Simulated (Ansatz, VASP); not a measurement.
## Mg3Te2: VASP beside Ansatz

```xyz
5
Lattice="5.1345 0.0000 0.0000 -2.5673 4.4466 0.0000 0.0000 0.0000 6.1881" Properties=species:S:1:pos:R:3 pbc="T T T"
Mg    0.0000    0.0000    0.0000
Mg    0.0000    2.9644    4.4685
Mg    2.5673    1.4822    1.7196
Te    0.0000    2.9644    1.4793
Te    2.5673    1.4822    4.7088
```

Alike in both runs: functional PBE; k mesh 12 × 12 × 6; occupations gaussian, width 0.1 eV; no spin polarisation.

Ansatz relaxed the structure, and its values are those at the end. VASP's run is a single point on that final structure, the one shown.

|  | VASP | Ansatz |
| --- | --- | --- |
| version | VASP 6.6.1 | Ansatz 0.2.0 |
| potentials or method | VASP PAW PBE potentials, release 64 (Mg, Te), cutoff 520 eV | scalar-relativistic, plane waves, PAW |
| valence electrons in the cell | 18 | 62 |

```tsv
	VASP	Ansatz	Ansatz less VASP
gap on the k mesh at the Fermi level (eV)	none	none	-
pressure (GPa)	0.0	0.0	+0.04
```

A gap of «none» marks a metal or a gap that the smearing closes. VASP's potentials hold 18 valence electrons a cell and Ansatz's 62, so a difference there can come from the potentials and not from the codes.

Spin-orbit coupling is off throughout.
